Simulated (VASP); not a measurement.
# Te (P3_121) in VASP: notebook

The runs below take Te through single point, with PBE, HSE06.

Everything below comes from runs of VASP 6.6.1. Logs are shortened: lines on timing, memory, paths and dates and some standing lists are left out, and cuts for length are marked.

## Step 1: The cell of the first run

Symmetry: P3_121, No. 152, trigonal system. The conventional cell has a = 4.530 Å, b = 4.530 Å, c = 5.937 Å, α = 90.00°, β = 90.00°, γ = 120.00°. Te (site symmetry 2) has 6 Te at 2.89 to 3.51 Å within 3.8 Å.

## Step 2: Single point, PBE

Contents of INCAR:

```
SYSTEM = Te
ALGO = Normal
EDIFF = 1E-6
ENCUT = 520
GGA = PE
ISIF = 2
ISMEAR = -1
LASPH = .TRUE.
LCHARG = .TRUE.
LELF = .TRUE.
LREAL = .FALSE.
LVHAR = .TRUE.
LWAVE = .FALSE.
NBANDS = 16
NELM = 60
PREC = Accurate
SIGMA = 0.1
```

Contents of KPOINTS:

```
k-points
0
G
  4 4 3
  0 0 0
```

Contents of POSCAR:

```
Te
1.0
    4.5302708246      0.0000000000      0.0000000000
   -2.2651354123      3.9233296202      0.0000000000
    0.0000000000      0.0000000000      5.9374277319
Te
3
Direct
    0.2684005463      0.0000000000      0.3333333333
    0.0000000000      0.2684005463      0.6666666667
    0.7315994537      0.7315994537      0.0000000000
```

Potentials or basis: VASP PAW PBE potentials, release 64 (Te).

Run with:

```bash
cat potpaw_PBE.64/Te/POTCAR > POTCAR
mpirun -np 1 vasp_std > vasp.out
```

OUTCAR:

```text
SYSTEM = Te
   EDIFF = 1E-6
   ENCUT = 520
   GGA = PE
   ISIF = 2
   ISMEAR = -1
   LASPH = .TRUE.
   LREAL = .FALSE.
   NELM = 60
   PREC = Accurate

 ion  position               nearest neighbor table
   1  0.268  0.000  0.333-   3 2.89   2 2.89   3 3.51   3 3.51   2 3.51   2 3.51
   2  0.000  0.268  0.667-   3 2.89   1 2.89   3 3.51   3 3.51   1 3.51   1 3.51
   3  0.732  0.732  0.000-   1 2.89   2 2.89   1 3.51   2 3.51   2 3.51   1 3.51

  LATTYP: Found a hexagonal cell.
 ALAT       =     4.5302708246
 C/A-ratio  =     1.3106120940

  Lattice vectors:

 A1 = (   4.5302708246,   0.0000000000,   0.0000000000)
 A2 = (  -2.2651354123,   3.9233296202,   0.0000000000)
 A3 = (   0.0000000000,   0.0000000000,   5.9374277319)

Analysis of symmetry for initial positions (statically):
=====================================================================
 Subroutine PRICEL returns:
 Original cell was already a primitive cell.

 Routine SETGRP: Setting up the symmetry group for a
 hexagonal supercell.

 Subroutine GETGRP returns: Found  6 space group operations
 (whereof  2 operations were pure point group operations)
 out of a pool of 24 trial point group operations.

The static configuration has the point symmetry C_2 .
 The point group associated with its full space group is D_3 .

Analysis of symmetry for dynamics (positions and initial velocities):
=====================================================================
 Subroutine PRICEL returns:
 Original cell was already a primitive cell.

 Routine SETGRP: Setting up the symmetry group for a
 hexagonal supercell.

 Subroutine GETGRP returns: Found  6 space group operations
 (whereof  2 operations were pure point group operations)
 out of a pool of 24 trial point group operations.

The dynamic configuration has the point symmetry C_2 .
 The point group associated with its full space group is D_3 .

 Subroutine INISYM returns: Found  6 space group operations
 (whereof  2 operations are pure point group operations),
 and found     1 'primitive' translations

----------------------------------------------------------------------------------------

                                     Primitive cell

  volume of cell :     105.5303

  direct lattice vectors                    reciprocal lattice vectors
     4.530270825  0.000000000  0.000000000     0.220737355  0.127442771  0.000000000
    -2.265135412  3.923329620  0.000000000     0.000000000  0.254885543  0.000000000
     0.000000000  0.000000000  5.937427732     0.000000000  0.000000000  0.168423103

  length of vectors
     4.530270825  4.530270825  5.937427732     0.254885543  0.254885543  0.168423103

  position of ions in fractional coordinates (direct lattice)
     0.268400546  0.000000000  0.333333333
     0.000000000  0.268400546  0.666666667
     0.731599454  0.731599454  0.000000000

  ion indices of the primitive-cell ions
   primitive index   ion index
                 1           1
                 2           2
                 3           3

----------------------------------------------------------------------------------------

 KPOINTS: k-points

Automatic generation of k-mesh.
 Grid dimensions read from file:
 generate k-points for:    4    4    3

 Generating k-lattice:

  Cartesian coordinates                     Fractional coordinates (reciprocal lattice)
     0.055184339  0.031860693  0.000000000     0.250000000  0.000000000  0.000000000
     0.000000000  0.063721386  0.000000000     0.000000000  0.250000000  0.000000000
     0.000000000  0.000000000  0.056141034     0.000000000  0.000000000  0.333333333

  Length of vectors
     0.063721386  0.063721386  0.056141034

  Shift w.r.t. Gamma in fractional coordinates (k-lattice)
     0.000000000  0.000000000  0.000000000

 Subroutine IBZKPT returns following result:
 ===========================================

 Found      9 irreducible k-points:

 Following reciprocal coordinates:
            Coordinates               Weight
  0.000000  0.000000  0.000000      1.000000
  0.250000  0.000000  0.000000      6.000000
  0.500000  0.000000  0.000000      3.000000
  0.250000  0.250000  0.000000      6.000000
  0.000000  0.000000  0.333333      2.000000
  0.250000  0.000000  0.333333      6.000000
  0.000000  0.250000  0.333333      6.000000
  0.500000  0.000000  0.333333      6.000000
  0.250000  0.250000  0.333333     12.000000
   k-points           NKPTS =      9   k-points in BZ     NKDIM =      9   number of bands    NBANDS=     16
   number of dos      NEDOS =    301   number of ions     NIONS =      3
   total plane-waves  NPLWV =  62208
   dimension x,y,z NGX =    36 NGY =   36 NGZ =   48
   dimension x,y,z NGXF=    72 NGYF=   72 NGZF=   96
   ions per type =               3
   NGX,Y,Z   is equivalent  to a cutoff of  13.21, 13.21, 13.44 a.u.
   NGXF,Y,Z  is equivalent  to a cutoff of  26.42, 26.42, 26.88 a.u.
 SYSTEM =  Te
   PREC   = accura    normal or accurate (medium, high low for compatibility)
   ISTART =      0    job   : 0-new  1-cont  2-samecut
   ICHARG =      2    charge: 1-file 2-atom 10-const
   ISPIN  =      1    spin polarized calculation?
   LNONCOLLINEAR =      F non collinear calculations
   LSORBIT =      F    spin-orbit coupling
   LASPH  =      T    aspherical Exc in radial PAW
   ENCUT  =  520.0 eV  38.22 Ry    6.18 a.u.   8.42  8.42 11.04*2*pi/ulx,y,z
   NELM   =     60;   NELMIN=  2; NELMDL= -5     # of ELM steps
   EDIFF  = 0.1E-05   stopping-criterion for ELM
   LREAL  =      F    real-space projection
   EDIFFG = 0.1E-04   stopping-criterion for IOM
   NSW    =      0    number of steps for IOM
   IBRION =     -1    ionic relax: 0-MD 1-quasi-New 2-CG
   NFREE  =      0    steps in history (QN), initial steepest desc. (CG)
   ISIF   =      2    stress and relaxation
   ISYM   =      2    0-nonsym 1-usesym 2-fastsym
   POTIM  = 0.5000    time-step for ionic-motion
   TEBEG  =    0.0;   TEEND  =   0.0 temperature during run
   PSTRESS=    0.0 pullay stress
   NELECT =      18.0000    total number of electrons
   NUPDOWN=      -1.0000    fix difference up-down
   EMIN   =  10.00;   EMAX   =-10.00  energy-range for DOS
   EFERMI =   0.00;   METHOD = LEGACY
   ISMEAR =    -1;   SIGMA  =   0.10  broadening in eV -4-tet -1-fermi 0-gaus
   EFERMI_NEDOS =   21; number of points for ismear=-14 and -15
   IALGO  =     38    algorithm
   IMIX   =      4    mixing-type and parameters
     AMIX     =   0.40;   BMIX     =  1.00
     AMIX_MAG =   1.60;   BMIX_MAG =  1.00
  volume/ion in A,a.u.               =      35.18       237.38
  Fermi-wavevector in a.u.,A,eV,Ry     =   0.907904  1.715690 11.215140  0.824290
  Thomas-Fermi vector in A             =   2.031767
   LORBIT       =      0    0 simple, 1 ext, 2 COOP (PROOUT), +10 PAW based schemes
   GGA     = PE    functional components
   LHFCALC =     F    Hartree Fock is set to
   AEXX    =    0.0000 exact exchange contribution
   IVDW    =     0    specifies the selected vdW correction
   LEPSILON=     F    determine dielectric tensor
   LRPA    =     F    only Hartree local field effects (RPA)
 non-spin polarized calculation
  energy-cutoff  :      520.00
  volume of cell :      105.53
 maximum number of plane-waves:      2873
 NGX is ok and might be reduce to    36
   NGX = 17   NGY = 17   NGZ = 23

 number of electron      17.9999999 magnetization

 Free energy of the ion-electron system (eV)
  ---------------------------------------------------
  ext. energy  EPLUGINS =         0.00000000
  ---------------------------------------------------
  free energy    TOTEN  =        -9.40518710 eV

  energy without entropy =       -9.39763479  energy(sigma->0) =       -9.40141094

 E-fermi :   5.6960     XC(G=0):  -8.9083

 val. band max:        5.2659732329   @ k =   0.2500   0.2500   0.3333
 cond. band min:       6.0231045130   @ k =   0.0000   0.0000   0.3333
 fundamental gap:      0.7571312800
 Fermi energy:         5.6959712256

 k-point     1 :       0.0000    0.0000    0.0000
  band No.  band energies     occupation
      1      -7.8612      2.00000
      2      -4.6906      2.00000
      3      -4.6906      2.00000
      4       2.5100      2.00000
      5       2.7796      2.00000
      6       2.7796      2.00000
[... 8 lines left out ...]
     15      11.3885      0.00000
     16      11.8209      0.00000

 k-point     2 :       0.2500    0.0000    0.0000
  band No.  band energies     occupation
      1      -7.4861      2.00000
      2      -4.8922      2.00000
      3      -4.6131      2.00000
      4       1.1074      2.00000
      5       1.7644      2.00000
      6       2.2215      2.00000
[... 8 lines left out ...]
     15      11.9462      0.00000
     16      12.6627      0.00000

 k-point     3 :       0.5000    0.0000    0.0000
  band No.  band energies     occupation
      1      -6.8935      2.00000
      2      -5.4103      2.00000
      3      -4.5216      2.00000
      4       0.8927      2.00000
      5       1.2778      2.00000
      6       2.0528      2.00000
[... 8 lines left out ...]
     15      13.9938      0.00000
     16      14.2994      0.00000

 k-point     4 :       0.2500    0.2500    0.0000
  band No.  band energies     occupation
      1      -6.9291      2.00000
      2      -5.1325      2.00000
      3      -4.7998      2.00000
      4       1.0718      2.00000
      5       1.1029      2.00000
      6       2.3524      2.00000
[... 8 lines left out ...]
     15      12.9051      0.00000
     16      13.4983      0.00000

 k-point     5 :       0.0000    0.0000    0.3333
  band No.  band energies     occupation
      1      -7.4732      2.00000
      2      -6.3546      2.00000
      3      -3.0736      2.00000
      4       1.9524      2.00000
      5       2.7170      2.00000
      6       3.0182      2.00000
[... 8 lines left out ...]
     15      11.1249      0.00000
     16      12.2055      0.00000

 k-point     6 :       0.2500    0.0000    0.3333
  band No.  band energies     occupation
      1      -7.1384      2.00000
      2      -6.0920      2.00000
      3      -3.7220      2.00000
      4       1.4761      2.00000
      5       2.0950      2.00000
      6       2.6013      2.00000
[... 8 lines left out ...]
     15      11.1424      0.00000
     16      11.8785      0.00000

 k-point     7 :       0.0000    0.2500    0.3333
  band No.  band energies     occupation
      1      -7.1178      2.00000
      2      -6.1516      2.00000
      3      -3.6048      2.00000
      4       1.0272      2.00000
      5       1.6653      2.00000
      6       2.4508      2.00000
[... 8 lines left out ...]
     15      11.9706      0.00000
     16      12.5225      0.00000

 k-point     8 :       0.5000    0.0000    0.3333
  band No.  band energies     occupation
      1      -6.6265      2.00000
      2      -5.8449      2.00000
      3      -4.4212      2.00000
      4       0.2718      2.00000
      5       1.4985      2.00000
      6       2.0929      2.00000
[... 8 lines left out ...]
     15      13.8014      0.00000
     16      13.9757      0.00000

 k-point     9 :       0.2500    0.2500    0.3333
  band No.  band energies     occupation
      1      -6.6352      2.00000
      2      -5.8566      2.00000
      3      -4.3654      2.00000
      4       0.5699      2.00000
      5       1.0369      2.00000
      6       1.6134      2.00000
[... 8 lines left out ...]
     15      12.2430      0.00000
     16      13.0622      0.00000

------------------------ aborting loop because EDIFF is reached ----------------------------------------

  FORCE on cell =-STRESS in cart. coord.  units (eV):
  Direction    XX          YY          ZZ          XY          YZ          ZX
  --------------------------------------------------------------------------------------
  -------------------------------------------------------------------------------------
  Total        0.1134360      0.1134360     -0.0485054     -0.0000000      0.0000000      0.0000000
  in kB        1.7222019      1.7222019     -0.7364157     -0.0000000      0.0000000      0.0000000
  external PRESSURE =       0.9026627 kB  Pullay stress =       0.0000000 kB

 VOLUME and BASIS-vectors are now :
 -----------------------------------------------------------------------------
  energy-cutoff  :      520.00
  volume of cell :      105.53
      direct lattice vectors                 reciprocal lattice vectors
     4.530270825  0.000000000  0.000000000     0.220737355  0.127442771  0.000000000
    -2.265135412  3.923329620  0.000000000     0.000000000  0.254885543  0.000000000
     0.000000000  0.000000000  5.937427732     0.000000000  0.000000000  0.168423103

 POSITION                                       TOTAL-FORCE (eV/Angst)
 -----------------------------------------------------------------------------------
      1.21593      0.00000      1.97914        -0.005695      0.000000     -0.000000
     -0.60796      1.05302      3.95829         0.002847     -0.004932      0.000000
      1.65717      2.87031      0.00000         0.002847      0.004932     -0.000000
 -----------------------------------------------------------------------------------
    total drift:                                0.000000     -0.000000      0.000000

  FREE ENERGIE OF THE ION-ELECTRON SYSTEM (eV)
  ---------------------------------------------------
  free  energy   TOTEN  =        -9.4051871015 eV

  energy  without entropy=       -9.3976347860  energy(sigma->0) =       -9.40141094
```

It took 12 s on 1 thread of Intel Xeon Platinum 8488C (Sapphire Rapids), shared host; peak memory 0.22 GiB.

What came out:

```yaml
Free_energy: -9.4052 eV
Pressure: 0.1 GPa
Largest_force: 0.006 eV/Å
Band_gap_on_the_k_mesh: 0.76 eV, indirect (least direct gap 1.02 eV)
```

Forces in eV/Å, atoms in the order of the input:
```
Te  -0.006  0.000  0.000
Te   0.003 -0.005  0.000
Te   0.003  0.005  0.000
```

Caveat: spin-orbit coupling is left out, which moves the levels of the heavy elements.

(Continued in part 2 of 2.)
